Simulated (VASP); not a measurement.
A run of VASP 6.6.1:

INCAR

```
SYSTEM = TiCo
PREC = Accurate
ENCUT = 520
EDIFF = 1E-8
ISMEAR = -1
SIGMA = 0.001
LREAL = .False.
LASPH = .True.
NELM = 150
ALGO = Normal
ISIF = 2
LWAVE = .False.
LCHARG = .False.
ISPIN = 2
MAGMOM = -1 2
LORBIT = 11
LMAXMIX = 4
GGA = RP
LEFG = .True.
NBANDS = 22
```

Contents of KPOINTS:

```
Automatic mesh
0
Gamma
  11 11 11
  0 0 0
```

Contents of POSCAR:

```
TiCo
1.0
    2.9256713971      0.0000000000      0.0000000000
    0.0000000000      2.9256713971      0.0000000000
    0.0000000000      0.0000000000      2.9256713971
Ti Co
1 1
Direct
    0.0000000000      0.0000000000      0.0000000000
    0.5000000000      0.5000000000      0.5000000000
```

Potentials or basis: VASP PAW PBE potentials, release 64 (Ti_sv, Co).

Launch:

```bash
$ cat potpaw_PBE.64/Ti_sv/POTCAR potpaw_PBE.64/Co/POTCAR > POTCAR
$ mpirun -np 1 vasp_std > vasp.out
```

Hardware: 1 thread of Intel Xeon 8259CL (shared host).

**Question.** Estimate the wall time of this run.

**Answer.** Wall time 5.8 min on 1 thread of Intel Xeon 8259CL, with other jobs on the host, peak memory 0.19 GiB. Counts: scf iterations 89, k points 56.
